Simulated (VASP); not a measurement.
Set up this calculation in VASP 6.6.1, as the native input.

```yaml
Task: single point
Functional: PBEsol
Potentials_or_basis: VASP PAW PBE potentials, release 64 (Bi_d, Se)
Cutoff: 520 eV
k_mesh: 12 × 12 × 12
Occupations: gaussian, width 0.03 eV
Spin: no spin polarisation
Dipole_correction: no
Further_INCAR_settings: ALGO = Normal; EDIFF = 1e-07; NBANDS = 32
```

The structure of Bi2Se3 lies in POSCAR:

```
Bi2Se3
1.0
    2.0714992968      1.1959806766      9.5453300000
   -2.0714992968      1.1959806766      9.5453300000
    0.0000000000     -2.3919613533      9.5453300000
Bi Se
2 3
Direct
    0.4008000000      0.4008000000      0.4008000000
    0.5992000000      0.5992000000      0.5992000000
    0.0000000000      0.0000000000      0.0000000000
    0.2117000000      0.2117000000      0.2117000000
    0.7883000000      0.7883000000      0.7883000000
```

One way to write it, as run:

INCAR

```
SYSTEM = Bi2Se3
PREC = Accurate
ENCUT = 520
EDIFF = 1E-7
ISMEAR = 0
SIGMA = 0.03
LREAL = .FALSE.
LASPH = .TRUE.
NELM = 80
ALGO = Normal
ISIF = 2
LWAVE = .FALSE.
LCHARG = .TRUE.
GGA = PS
LELF = .TRUE.
LVHAR = .TRUE.
NBANDS = 32
```

KPOINTS

```
regular mesh
0
G
  12 12 12
  0 0 0
```

Potentials or basis: VASP PAW PBE potentials, release 64 (Bi_d, Se).

Run with:

```console
$ cat potpaw_PBE.64/Bi_d/POTCAR potpaw_PBE.64/Se/POTCAR > POTCAR
$ mpirun -np 1 vasp_std > vasp.out
```

It gave:

```yaml
Pressure: -0.3 GPa
Largest_force: 0.164 eV/Å
Band_gap_on_the_k_mesh: 0.13 eV
```

Caveat: the PAW data sets were made with another functional, which shifts forces and pressure a little; spin-orbit coupling is left out, which moves the levels of the heavy elements.

Run time: 110 min on 1 thread of Oxide Virtual Turin-like Processor, with other jobs on the host, peak memory 1.3 GiB.
